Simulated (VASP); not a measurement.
# Al in VASP: notebook

Runs on Al. Level: PBE. Tasks: single point, relaxation of cell and atoms.

Program: VASP 6.6.1. These are calculated values, not measurements. Logs are shortened: lines on timing, memory, paths and dates and some standing lists are left out, and cuts for length are marked.

### 1 The cell of the first run

It takes space group Pm-3m (No. 221, cubic). The conventional cell has a = 2.722 Å, b = 2.722 Å, c = 2.722 Å, α = 90.00°, β = 90.00°, γ = 90.00°. Al (site symmetry m-3m) has 6 Al at 2.72 Å within 3.6 Å.

### 2 Single point, PBE

The input, INCAR:

```
PREC     = Accurate       # precision mode
ENCUT    = 520            # plane-wave cutoff, eV
EDIFF    = 1E-7           # SCF threshold, eV
ISMEAR   = 0              # smearing method
SIGMA    = 0.1            # smearing width, eV
LREAL    = F              # projectors in reciprocal space
LASPH    = T              # aspherical terms in the spheres
NELM     = 60             # most SCF steps
ALGO     = Normal         # electronic algorithm
ISIF     = 2              # what is computed and relaxed
LWAVE    = F              # write WAVECAR
LCHARG   = F              # write CHGCAR
GGA      = PE             # functional
NBANDS   = 8              # bands
```

The input, KPOINTS:

```
Automatic mesh
0
Gamma
  20 20 20
```

The input, POSCAR:

```
Al
1.0
    2.7223483352      0.0000000000      0.0000000000
    0.0000000000      2.7223483352      0.0000000000
    0.0000000000      0.0000000000      2.7223545936
Al
1
Direct
    0.5000000000      0.5000000000      0.5000000000
```

Potentials or basis: VASP PAW PBE potentials, release 64 (Al).

Started as:

```console
> cat potpaw_PBE.64/Al/POTCAR > POTCAR
> mpirun -np 1 vasp_std > vasp.out
```

OUTCAR:

```text
PREC = Accurate
   ENCUT = 520
   EDIFF = 1E-7
   ISMEAR = 0
   LREAL = F
   LASPH = T
   NELM = 60
   ISIF = 2
   GGA = PE

 ion  position               nearest neighbor table
   1  0.500  0.500  0.500-

  LATTYP: Found a simple cubic cell.
 ALAT       =     2.7223483352

  Lattice vectors:

 A1 = (   2.7223483352,   0.0000000000,   0.0000000000)
 A2 = (   0.0000000000,   2.7223483352,   0.0000000000)
 A3 = (   0.0000000000,   0.0000000000,   2.7223545936)

Analysis of symmetry for initial positions (statically):
=====================================================================
 Subroutine PRICEL returns:
 Original cell was already a primitive cell.

 Routine SETGRP: Setting up the symmetry group for a
 simple cubic supercell.

 Subroutine GETGRP returns: Found 48 space group operations
 (whereof 48 operations were pure point group operations)
 out of a pool of 48 trial point group operations.

The static configuration has the point symmetry O_h .

Analysis of symmetry for dynamics (positions and initial velocities):
=====================================================================
 Subroutine PRICEL returns:
 Original cell was already a primitive cell.

 Routine SETGRP: Setting up the symmetry group for a
 simple cubic supercell.

 Subroutine GETGRP returns: Found 48 space group operations
 (whereof 48 operations were pure point group operations)
 out of a pool of 48 trial point group operations.

The dynamic configuration has the point symmetry O_h .

 Subroutine INISYM returns: Found 48 space group operations
 (whereof 48 operations are pure point group operations),
 and found     1 'primitive' translations

----------------------------------------------------------------------------------------

                                     Primitive cell

  volume of cell :      20.1759

  direct lattice vectors                    reciprocal lattice vectors
     2.722348335  0.000000000  0.000000000     0.367329921  0.000000000  0.000000000
     0.000000000  2.722348335  0.000000000     0.000000000  0.367329921  0.000000000
     0.000000000  0.000000000  2.722354594     0.000000000  0.000000000  0.367329077

  length of vectors
     2.722348335  2.722348335  2.722354594     0.367329921  0.367329921  0.367329077

  position of ions in fractional coordinates (direct lattice)
     0.500000000  0.500000000  0.500000000

  ion indices of the primitive-cell ions
   primitive index   ion index
                 1           1

----------------------------------------------------------------------------------------

 KPOINTS: Automatic mesh

Automatic generation of k-mesh.
 Grid dimensions read from file:
 generate k-points for:   20   20   20

 Generating k-lattice:

  Cartesian coordinates                     Fractional coordinates (reciprocal lattice)
     0.018366496  0.000000000  0.000000000     0.050000000  0.000000000  0.000000000
     0.000000000  0.018366496  0.000000000     0.000000000  0.050000000  0.000000000
     0.000000000  0.000000000  0.018366454     0.000000000  0.000000000  0.050000000

  Length of vectors
     0.018366496  0.018366496  0.018366454

  Shift w.r.t. Gamma in fractional coordinates (k-lattice)
     0.000000000  0.000000000  0.000000000

 Subroutine IBZKPT returns following result:
 ===========================================

 Found    286 irreducible k-points:

 Following reciprocal coordinates:
            Coordinates               Weight
  0.000000  0.000000  0.000000      1.000000
  0.050000  0.000000  0.000000      6.000000
  0.100000  0.000000  0.000000      6.000000
  0.150000  0.000000  0.000000      6.000000
  0.200000  0.000000  0.000000      6.000000
  0.250000  0.000000  0.000000      6.000000
[... 16 lines left out ...]
  0.150000  0.100000  0.000000     24.000000
  0.200000  0.100000  0.000000     24.000000
 [... further k-points ...]
   k-points           NKPTS =    286   k-points in BZ     NKDIM =    286   number of bands    NBANDS=      8
   number of dos      NEDOS =    301   number of ions     NIONS =      1
   total plane-waves  NPLWV =   8000
   dimension x,y,z NGX =    20 NGY =   20 NGZ =   20
   dimension x,y,z NGXF=    40 NGYF=   40 NGZF=   40
   ions per type =               1
   NGX,Y,Z   is equivalent  to a cutoff of  12.21, 12.21, 12.21 a.u.
   NGXF,Y,Z  is equivalent  to a cutoff of  24.43, 24.43, 24.43 a.u.
 SYSTEM =  unknown system
   PREC   = accura    normal or accurate (medium, high low for compatibility)
   ISTART =      0    job   : 0-new  1-cont  2-samecut
   ICHARG =      2    charge: 1-file 2-atom 10-const
   ISPIN  =      1    spin polarized calculation?
   LNONCOLLINEAR =      F non collinear calculations
   LSORBIT =      F    spin-orbit coupling
   LASPH  =      T    aspherical Exc in radial PAW
   ENCUT  =  520.0 eV  38.22 Ry    6.18 a.u.   5.06  5.06  5.06*2*pi/ulx,y,z
   NELM   =     60;   NELMIN=  2; NELMDL= -5     # of ELM steps
   EDIFF  = 0.1E-06   stopping-criterion for ELM
   LREAL  =      F    real-space projection
   EDIFFG = 0.1E-05   stopping-criterion for IOM
   NSW    =      0    number of steps for IOM
   IBRION =     -1    ionic relax: 0-MD 1-quasi-New 2-CG
   NFREE  =      0    steps in history (QN), initial steepest desc. (CG)
   ISIF   =      2    stress and relaxation
   ISYM   =      2    0-nonsym 1-usesym 2-fastsym
   POTIM  = 0.5000    time-step for ionic-motion
   TEBEG  =    0.0;   TEEND  =   0.0 temperature during run
   PSTRESS=    0.0 pullay stress
   NELECT =       3.0000    total number of electrons
   NUPDOWN=      -1.0000    fix difference up-down
   EMIN   =  10.00;   EMAX   =-10.00  energy-range for DOS
   EFERMI =   0.00;   METHOD = LEGACY
   ISMEAR =     0;   SIGMA  =   0.10  broadening in eV -4-tet -1-fermi 0-gaus
   EFERMI_NEDOS =   21; number of points for ismear=-14 and -15
   IALGO  =     38    algorithm
   IMIX   =      4    mixing-type and parameters
     AMIX     =   0.40;   BMIX     =  1.00
     AMIX_MAG =   1.60;   BMIX_MAG =  1.00
  volume/ion in A,a.u.               =      20.18       136.15
  Fermi-wavevector in a.u.,A,eV,Ry     =   0.867304  1.638966 10.234517  0.752216
  Thomas-Fermi vector in A             =   1.985818
   LORBIT       =      0    0 simple, 1 ext, 2 COOP (PROOUT), +10 PAW based schemes
   GGA     = PE    functional components
   LHFCALC =     F    Hartree Fock is set to
   AEXX    =    0.0000 exact exchange contribution
   IVDW    =     0    specifies the selected vdW correction
   LEPSILON=     F    determine dielectric tensor
   LRPA    =     F    only Hartree local field effects (RPA)
 non-spin polarized calculation
 Gauss-broadening in eV      SIGMA  =   0.10
  energy-cutoff  :      520.00
  volume of cell :       20.18
 maximum number of plane-waves:       554
   NGX = 11   NGY = 11   NGZ = 11

 number of electron       3.0000000 magnetization

 Free energy of the ion-electron system (eV)
  ---------------------------------------------------
  ext. energy  EPLUGINS =         0.00000000
  ---------------------------------------------------
  free energy    TOTEN  =        -3.37629033 eV

  energy without entropy =       -3.37426814  energy(sigma->0) =       -3.37527924

 E-fermi :   5.6355     XC(G=0):  -9.4199

 val. band max:        5.5978865661   @ k =   0.4500   0.4000   0.2000
 cond. band min:       5.6393299196   @ k =   0.3000   0.0500   0.0500
 fundamental gap:      0.0414433535
 Fermi energy:         5.6355138806

 k-point     1 :       0.0000    0.0000    0.0000
  band No.  band energies     occupation
      1      -3.8987      2.00000
      2      13.6352      0.00000
      3      13.6353      0.00000
      4      14.7649      0.00000
      5      14.7650      0.00000
      6      14.7650      0.00000
      7      21.0135      0.00000
      8      29.5755      0.00000

 k-point     2 :       0.0500    0.0000    0.0000
  band No.  band energies     occupation
      1      -3.8494      2.00000
      2      12.6126      0.00000
      3      13.6768      0.00000
      4      14.8064      0.00000
      5      14.8065      0.00000
      6      15.6911      0.00000
      7      21.2205      0.00000
      8      29.1410      0.00000

 k-point     3 :       0.1000    0.0000    0.0000
  band No.  band energies     occupation
      1      -3.7015      2.00000
      2      11.1571      0.00000
      3      13.8006      0.00000
      4      14.9310      0.00000
      5      14.9311      0.00000
      6      16.8380      0.00000
      7      21.8556      0.00000
      8      28.1245      0.00000

 k-point     4 :       0.1500    0.0000    0.0000
  band No.  band energies     occupation
      1      -3.4555      2.00000
      2       9.6853      0.00000
      3      14.0036      0.00000
      4      15.1383      0.00000
      5      15.1384      0.00000
      6      17.7843      0.00000
      7      22.9054      0.00000
      8      26.8947      0.00000

 k-point     5 :       0.2000    0.0000    0.0000
  band No.  band energies     occupation
      1      -3.1122      2.00000
      2       8.2478      0.00000
      3      14.2805      0.00000
      4      15.4280      0.00000
      5      15.4281      0.00000
      6      18.5542      0.00000
      7      24.2494      0.00000
      8      25.6234      0.00000

 k-point     6 :       0.2500    0.0000    0.0000
  band No.  band energies     occupation
      1      -2.6730      2.00000
      2       6.8657      0.00000
      3      14.6213      0.00000
      4      15.7989      0.00000
      5      15.7990      0.00000
      6      19.2349      0.00000
      7      24.3799      0.00000
      8      24.3800      0.00000

 k-point     7 :       0.3000    0.0000    0.0000
  band No.  band energies     occupation
      1      -2.1400      2.00000
      2       5.5521      1.76182
      3      15.0099      0.00000
      4      16.2490      0.00000
      5      16.2491      0.00000
      6      19.8907      0.00000
      7      23.1968      0.00000
      8      23.1968      0.00000
[... 133 lines left out ...]
 k-point    20 :       0.4500    0.0500    0.0000
  band No.  band energies     occupation
      1      -0.0130      2.00000
      2       2.2040      2.00000
      3      15.4824      0.00000
      4      17.9851      0.00000
      5      18.2206      0.00000
      6      19.4174      0.00000
      7      20.2919      0.00000
      8      22.1222      0.00000

 k-point    21 :       0.5000    0.0500    0.0000
  band No.  band energies     occupation
      1       0.4919      2.00000
      2       1.6110      2.00000
      3      15.6310      0.00000
      4      18.3154      0.00000
      5      18.7019      0.00000
      6      18.8369      0.00000
      7      19.8776      0.00000
      8      22.2560      0.00000

 k-point    22 :       0.1000    0.1000    0.0000
  band No.  band energies     occupation
      1      -3.5044      2.00000
      2      10.8842      0.00000
      3      11.9402      0.00000
      4      15.0968      0.00000
      5      15.8324      0.00000
      6      18.2159      0.00000
      7      22.4401      0.00000
      8      26.3552      0.00000

 k-point    23 :       0.1500    0.1000    0.0000
  band No.  band energies     occupation
      1      -3.2586      2.00000
      2       9.7559      0.00000
      3      11.8279      0.00000
      4      15.3038      0.00000
      5      16.1286      0.00000
      6      19.2315      0.00000
      7      23.2077      0.00000
      8      25.0829      0.00000

 k-point    24 :       0.2000    0.1000    0.0000
  band No.  band energies     occupation
      1      -2.9157      2.00000
      2       8.3860      0.00000
      3      12.0645      0.00000
      4      15.5929      0.00000
      5      16.4443      0.00000
      6      20.0589      0.00000
      7      23.4240      0.00000
      8      24.7295      0.00000

 [... further k-points ...]
[... 5 lines left out ...]
  --------------------------------------------------------------------------------------
  -------------------------------------------------------------------------------------
  Total       -0.0072067     -0.0072067     -0.0072067      0.0000000     -0.0000000      0.0000000
  in kB       -0.5722869     -0.5722869     -0.5722896      0.0000000     -0.0000000      0.0000000
  external PRESSURE =      -0.5722878 kB  Pullay stress =       0.0000000 kB

 VOLUME and BASIS-vectors are now :
 -----------------------------------------------------------------------------
  energy-cutoff  :      520.00
  volume of cell :       20.18
      direct lattice vectors                 reciprocal lattice vectors
     2.722348335  0.000000000  0.000000000     0.367329921  0.000000000  0.000000000
     0.000000000  2.722348335  0.000000000     0.000000000  0.367329921  0.000000000
     0.000000000  0.000000000  2.722354594     0.000000000  0.000000000  0.367329077

 POSITION                                       TOTAL-FORCE (eV/Angst)
 -----------------------------------------------------------------------------------
      1.36117      1.36117      1.36118         0.000000      0.000000      0.000000
 -----------------------------------------------------------------------------------
    total drift:                                0.000000     -0.000000     -0.000000

  FREE ENERGIE OF THE ION-ELECTRON SYSTEM (eV)
  ---------------------------------------------------
  free  energy   TOTEN  =        -3.3762903341 eV

  energy  without entropy=       -3.3742681416  energy(sigma->0) =       -3.37527924
```

Run time: 19 s. Hardware: 1 thread of Intel Xeon Platinum 8259CL at 2.50GHz (Skylake/Cascade Lake), shared host; peak memory 0.15 GiB.

What came out:

| Property | Result |
| --- | --- |
| Free energy | -3.3763 eV |
| Pressure | -0.1 GPa |

Levels at points of the mesh, in eV from the Fermi level:
```csv
k point,band 1,band 2,band 3,band 4,band 5,band 6
"(0.00, 0.00, 0.00)",-9.53,8.00,8.00,9.13,9.13,9.13
"(0.50, 0.00, 0.00)",-5.19,-4.07,10.56,12.64,12.64,14.20
"(0.50, 0.50, 0.00)",-0.53,-0.53,-0.28,2.22,16.20,16.79
"(0.50, 0.50, 0.50)",2.87,2.87,2.87,5.60,5.60,5.60
```

### 3 Relaxation of cell and atoms, PBE

This run uses another cell than the first one, of 20.31 Å³/atom, 1.007 times its volume.

The input, INCAR:

```
SYSTEM = Al
PREC     = Accurate       ! precision mode
ENCUT    = 600            ! plane-wave cutoff, eV
EDIFF    = 1E-6           ! SCF threshold, eV
ISMEAR   = 0              ! smearing method
SIGMA    = 0.1            ! smearing width, eV
LREAL    = .False.        ! projectors in reciprocal space
LASPH    = .True.         ! aspherical terms in the spheres
NELM     = 100            ! most SCF steps
ALGO     = Normal         ! electronic algorithm
ISIF     = 3              ! what is computed and relaxed
LWAVE    = .False.        ! write WAVECAR
LCHARG   = .False.        ! write CHGCAR
GGA      = PE             ! functional
IBRION   = 2              ! ionic algorithm
NSW      = 100            ! ionic steps
EDIFFG   = -0.01          ! ionic threshold
```

The input, KPOINTS:

```
Automatic mesh
0
Gamma
  20 20 20
  0 0 0
```

The input, POSCAR:

```
Al
1.0
    2.7630160418      0.0000000000      0.0000000000
    0.0000000000      2.7630160418      0.0000000000
    0.0000000000      0.0000000000      2.6608551303
Al
1
Direct
    0.5000000000      0.5000000000      0.5000000000
```

Potentials or basis: VASP PAW PBE potentials, release 64 (Al).

Started as:

```console
> cat potpaw_PBE.64/Al/POTCAR > POTCAR
> mpirun -np 1 vasp_std > vasp.out
```

OUTCAR:

```text
SYSTEM = Al
   PREC = Accurate
   ENCUT = 600
   EDIFF = 1E-6
   ISMEAR = 0
   LREAL = .False.
   LASPH = .True.
   NELM = 100
   ISIF = 3
   GGA = PE
   IBRION = 2
   NSW = 100
   EDIFFG = -0.01

 ion  position               nearest neighbor table
   1  0.500  0.500  0.500-

  LATTYP: Found a simple tetragonal cell.
 ALAT       =     2.7630160418
 C/A-ratio  =     0.9630255815

  Lattice vectors:

 A1 = (   2.7630160418,   0.0000000000,   0.0000000000)
 A2 = (   0.0000000000,   2.7630160418,   0.0000000000)
 A3 = (   0.0000000000,   0.0000000000,   2.6608551303)

Analysis of symmetry for initial positions (statically):
=====================================================================
 Subroutine PRICEL returns:
[... 314 lines left out ...]
  ---------------------------------------------------
  ext. energy  EPLUGINS =         0.00000000
  ---------------------------------------------------
  free energy    TOTEN  =        -3.37634886 eV

  energy without entropy =       -3.37432863  energy(sigma->0) =       -3.37533875

 E-fermi :   5.6461     XC(G=0):  -9.4238

 val. band max:        5.6430694312   @ k =   0.0500   0.0500   0.3000
 cond. band min:       5.6498202052   @ k =   0.4000   0.1000   0.4000
 fundamental gap:      0.0067507740
 Fermi energy:         5.6461000629

 k-point     1 :       0.0000    0.0000    0.0000
  band No.  band energies     occupation
      1      -3.8950      2.00000
      2      13.6444      0.00000
      3      13.6536      0.00000
      4      14.7929      0.00000
      5      14.7929      0.00000
[... 177 lines left out ...]
 k-point    24 :       0.2000    0.1000    0.0000
  band No.  band energies     occupation
      1      -2.9107      2.00000
      2       8.4028      0.00000
      3      12.0844      0.00000
      4      15.5969      0.00000
      5      16.4578      0.00000

 [... further k-points ...]
[... 5 lines left out ...]
  --------------------------------------------------------------------------------------
  -------------------------------------------------------------------------------------
  Total        0.0034534      0.0034534     -0.0076503      0.0000000      0.0000000      0.0000000
  in kB        0.2745688      0.2745688     -0.6082429      0.0000000      0.0000000      0.0000000
  external PRESSURE =      -0.0197018 kB  Pullay stress =       0.0000000 kB
[... 16 lines left out ...]
  FREE ENERGIE OF THE ION-ELECTRON SYSTEM (eV)
  ---------------------------------------------------
  free  energy   TOTEN  =        -3.3763488616 eV

  energy  without entropy=       -3.3743286301  energy(sigma->0) =       -3.37533875

 reached required accuracy - stopping structural energy minimisation
```

CONTCAR:

```text
Al
   1.00000000000000
     2.7206858343204141    0.0000000000000000    0.0000000000000000
     0.0000000000000000    2.7206858343204141   -0.0000000000000000
     0.0000000000000000   -0.0000000000000000    2.7224234517898553
  Al
     1
Direct
     0.5000000000000000    0.5000000000000000    0.5000000000000000

  0.00000000E+00  0.00000000E+00  0.00000000E+00
```

It took 71 s on 1 thread of Intel Xeon Platinum 8259CL at 2.50GHz (Skylake/Cascade Lake), shared host; peak memory 0.21 GiB.

What came out:

| Quantity | Value |
| --- | --- |
| Free energy | -3.3763 eV |
| Relaxed volume | 20.15 Å³/atom |
| Relaxed cell | a = 2.721 Å, b = 2.721 Å, c = 2.722 Å, α = 90.00°, β = 90.00°, γ = 90.00° |
| Space group after relaxing (to 0.05 Å) | Pm-3m (No. 221) |
| Energy gained by relaxing | 8.0 meV/atom |
| Ionic steps | 5 |
| Pressure after relaxing | 0.0 GPa |

Step by step:
| step | energy change (eV) | largest force (eV/Å) | pressure (GPa) | volume (Å³) |
| --- | --- | --- | --- | --- |
| 1 | 0.0000 | 0.0000 | -0.25 | 20.31 |
| 2 | -0.0077 | 0.0000 | -0.16 | 20.21 |
| 3 | -0.0080 | 0.0000 | -0.09 | 20.19 |
| 4 | -0.0080 | 0.0000 | -0.08 | 20.18 |
| 5 | -0.0080 | 0.0000 | 0.00 | 20.15 |

Final structure:
```
CELL_PARAMETERS angstrom
2.72069 0.00000 0.00000
0.00000 2.72069 0.00000
0.00000 0.00000 2.72242
ATOMIC_POSITIONS crystal
Al 0.50000 0.50000 0.50000
```
